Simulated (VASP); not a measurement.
# BaS: single point with PBE

BaS:

```xyz
2
Lattice="-2.2773 2.2773 3.2108 2.2773 -2.2773 3.2108 2.2773 2.2773 -3.2108" Properties=species:S:1:pos:R:3 pbc="T T T"
Ba    0.0000    0.0000    0.0000
S     0.0000    0.0000    3.2108
```

| Item | Value |
| --- | --- |
| Program | VASP 6.6.1 |
| Task | single point |
| Functional | PBE |
| Potentials or basis | VASP PAW PBE potentials, release 64 (Ba_sv, S) |
| Cutoff | 500 eV |
| k mesh | 5 × 5 × 5 |
| Occupations | gaussian, width 0.15 eV |
| Spin | no spin polarisation |

The pressure is 0.4 GPa and the band gap on the k mesh is 2.25 eV, indirect (least direct gap 2.41 eV).

Stress tensor (GPa, compression positive):
```
0.35 0.00 0.00
0.00 0.35 0.00
0.00 0.00 0.59
```

Levels at points of the mesh, in eV from the valence-band top:
| k point | band 4 | band 5 | band 6 | band 7 | band 8 | band 9 | band 10 | band 11 | band 12 | band 13 |
| --- | --- | --- | --- | --- | --- | --- | --- | --- | --- | --- |
| (0.00, 0.00, 0.00) | -11.21 | -10.33 | -0.01 | -0.01 | 0.00 | 3.49 | 3.85 | 3.85 | 3.87 | 4.75 |

Run time: 25 s on 1 thread of Intel(R) Xeon(R) Platinum 8375C CPU @ 2.90GHz (Ice Lake), with other jobs on the host, peak memory 0.2 GiB.

Caveat: spin-orbit coupling is left out, which moves the levels of the heavy elements. A k mesh can miss the band edges.
